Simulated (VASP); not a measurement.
A run of VASP 6.6.1 is set up as follows.

Contents of INCAR:

```
ALGO = Normal
EDIFF = 1E-6
ENCUT = 600
GGA = PS
GGA_COMPAT = F
ISIF = 2
ISMEAR = 0
LASPH = T
LCHARG = T
LELF = T
LREAL = F
LVHAR = T
LWAVE = F
NBANDS = 16
NELM = 120
PREC = Accurate
SIGMA = 0.01
```

Contents of KPOINTS:

```
k-points
0
Gamma
  10 10 4
```

Contents of POSCAR:

```
BN
1.0
    2.4870953083      0.0000000000      0.0000000000
   -1.2435476542      2.1538877187      0.0000000000
    0.0000000000      0.0000000000      5.6868592967
B N
2 2
Direct
    0.3333333333      0.6666666667      0.2500000000
    0.6666666667      0.3333333333      0.7500000000
    0.3333333333      0.6666666667      0.7500000000
    0.6666666667      0.3333333333      0.2500000000
```

Potentials or basis: VASP PAW PBE potentials, release 64 (B, N).

The run is started by

```sh
$ cat potpaw_PBE.64/B/POTCAR potpaw_PBE.64/N/POTCAR > POTCAR
$ mpirun -np 1 vasp_std > vasp.out
```

Task: Estimate the pressure.

Result: 10.1 GPa.

Task: Estimate the band gap on the k mesh.

Result: 3.99 eV (least direct gap 4.23 eV).

Stress tensor (GPa, compression positive):
```
10.39  0.00  0.00
 0.00 10.39  0.00
 0.00  0.00  9.64
```

Caveat: the cell stands under pressure; the PAW data sets were made with another functional, which shifts forces and pressure a little. A k mesh can miss the band edges.
